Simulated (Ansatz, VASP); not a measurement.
# PtS2: VASP beside Ansatz

POSCAR

```
PtS2
1.0
    1.7391390676      1.0040924088      5.0958715610
   -1.7391390676      1.0040924088      5.0958715610
    0.0000000000     -2.0081848177      5.0958715609
Pt S
1 2
Direct
   -0.0026256713     -0.0026256713     -0.0026256713
    0.4255983348      0.4255983348      0.4255983348
    0.2436940031      0.2436940031      0.2436940031
```

INCAR.step1

```
SYSTEM = PtS2
ALGO     = Normal         ! electronic algorithm
EDIFF    = 1E-4           ! SCF threshold, eV
ENCUT    = 520            ! plane-wave cutoff, eV
GGA      = PE             ! functional
ISMEAR   = -1             ! smearing method
LASPH    = .True.         ! aspherical terms in the spheres
LCHARG   = .False.        ! write CHGCAR
LREAL    = .False.        ! projectors in reciprocal space
LWAVE    = .True.         ! write WAVECAR
NBANDS   = 18             ! bands
NELM     = 80             ! most SCF steps
PREC     = Accurate       ! precision mode
SIGMA    = 0.02           ! smearing width, eV
```

The input INCAR.step2:

```
SYSTEM = PtS2
ALGO     = Normal         ! electronic algorithm
EDIFF    = 1E-6           ! SCF threshold, eV
ENCUT    = 520            ! plane-wave cutoff, eV
ISIF     = 2              ! what is computed and relaxed
ISMEAR   = -1             ! smearing method
ISTART   = 1            
LASPH    = .True.         ! aspherical terms in the spheres
LCHARG   = .False.        ! write CHGCAR
LMIXTAU  = .True.       
LREAL    = .False.        ! projectors in reciprocal space
LWAVE    = .False.        ! write WAVECAR
METAGGA  = R2SCAN         ! meta-GGA
NBANDS   = 18             ! bands
NELM     = 80             ! most SCF steps
PREC     = Accurate       ! precision mode
SIGMA    = 0.02           ! smearing width, eV
```

File KPOINTS:

```
k-points
0
Gamma
  8 8 8
  0 0 0
```

Input for Ansatz:

```yaml
crystal:
  lattice:
    - [1.7391390676, 1.0040924088, 5.095871561]
    - [-1.7391390676, 1.0040924088, 5.095871561]
    - [0.0, -2.0081848177, 5.0958715609]
  atoms:
    - { symbol: Pt, position: [-0.0026256713, -0.0026256713, -0.0026256713] }
    - { symbol: S, position: [0.4255983348, 0.4255983348, 0.4255983348] }
    - { symbol: S, position: [0.2436940031, 0.2436940031, 0.2436940031] }
kpoints:
  mp_grid: { grid: [8, 8, 8] }
  band_path:
    path:
      - [0.0, 0.0, 0.0]
      - [-0.5, -0.5, -0.5]
      - [-0.5, -0.1925499378, -0.8074500622]
      - [-0.1925499378, 0.1925499378, -0.5]
      - [0.0, 0.0, -0.5]
      - [0.0, 0.3462749689, -0.3462749689]
      - [-0.3462749689, 0.0, -0.6537250311]
      - [-0.5, 0.0, -0.5]
      - [0.0, 0.0, -0.05]
      - [-0.5, -0.2847849565, -0.7152150435]
      - [-0.5, -0.4385099876, -0.5614900124]
    npoints: 1
hamiltonian:
  xc: r2scan
scf:
  occupations: { method: fermi_dirac, width: 0.02 }
  n_extra_bands: 4
output:
  forces: true
  stress: true
  eigenvalues: true
  write_density: true
  write_potential: true
  elf: true
  volumetric_format: npy
```

Alike in both runs: task single point; functional r2SCAN; k mesh 8 × 8 × 8; occupations fermi-dirac, width 0.02 eV; no spin polarisation.

|  | VASP | Ansatz |
| --- | --- | --- |
| version | VASP 6.6.1 | Ansatz 0.2.0 |
| potentials or method | VASP PAW PBE potentials, release 64 (Pt, S) | plane waves, PAW |
| plane-wave cutoff (eV) | 520 | 500 |
| valence electrons in the cell | 22 | 30 |

|  | VASP | Ansatz | Ansatz less VASP |
| --- | --- | --- | --- |
| pressure (GPa) | 1.2 | 1.4 | +0.17 |
| traceless stress, the component that is largest in VASP (GPa) | -0.14 | -0.07 | +0.066 |
| rms of the force components (eV/Å) | 0.032 | 0.017 | -0.0145 |

VASP's potentials were made for PBE, not for r2SCAN. Atom by atom the forces differ by 0.015 eV/Å (rms over components). VASP's potentials hold 22 valence electrons a cell and Ansatz's 30, so a difference there can come from the potentials and not from the codes.

Neither program's run includes spin-orbit coupling.
